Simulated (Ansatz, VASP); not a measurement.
Two plane-wave programs on AlN

```
Al N
1.0
     3.10669    0.00000    0.00000
    -1.55335    2.69048    0.00000
     0.00000    0.00000    4.97859
Al N
2 2
Direct
  0.33333 0.66667 0.99920
  0.66667 0.33333 0.49920
  0.33333 0.66667 0.38080
  0.66667 0.33333 0.88080
```

Alike in both runs: task single point; functional HSE06; k mesh 6 × 6 × 4; no spin polarisation.

|  | VASP | Ansatz |
| --- | --- | --- |
| version | VASP 6.6.1 | Ansatz 0.2.0 |
| potentials or method | VASP PAW PBE potentials, release 64 (Al, N) | plane waves, PAW |
| plane-wave cutoff (eV) | 520 | 420 |
| occupations | gaussian, width 0.01 eV | fixed |
| valence electrons in the cell | 16 | 16 |

|  | VASP | Ansatz | Ansatz less VASP |
| --- | --- | --- | --- |
| gap on the k mesh at the Fermi level (eV) | 5.59 | 5.60 | +0.007 |
| pressure (GPa) | -0.8 | -0.6 | +0.15 |
| traceless stress, the component that is largest in VASP (GPa) | -0.10 | -0.19 | -0.093 |
| rms of the force components (eV/Å) | 0.004 | 0.006 | +0.0015 |

Atom by atom the forces differ by 0.002 eV/Å (rms over components). Ansatz's warnings: stress exchange threshold loose, stress scf threshold loose.
